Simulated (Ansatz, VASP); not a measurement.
**Two plane-wave programs on Be**

```
Be
1.0
     0.00000    1.53275    1.53275
     1.53275    0.00000    1.53275
     1.53275    1.53275    0.00000
Be
1
Direct
  0.00000 0.00000 0.00000
```

Alike in both runs: task single point; functional LDA; k mesh 19 × 19 × 19; occupations fermi-dirac, width 0.1 eV; no spin polarisation.

```csv
,VASP,Ansatz
version,VASP 6.6.1,Ansatz 0.2.0
potentials or method,"VASP PAW LDA potentials, release 64 (Be), cutoff 600 eV","plane waves (420 eV) with PAW, scalar-relativistic"
valence electrons in the cell,2,2
```

VASP gave:

| Property | Result |
| --- | --- |
| pressure (GPa) | 6.2 |

Question: What did Ansatz give for the same quantities?

Answer: Pressure (GPa): 5.7.

Ansatz warns that its potentials were made for another functional, while VASP's fit it. LDA's correlation is that of Perdew and Zunger in VASP and of Perdew and Wang (1992) in Ansatz.
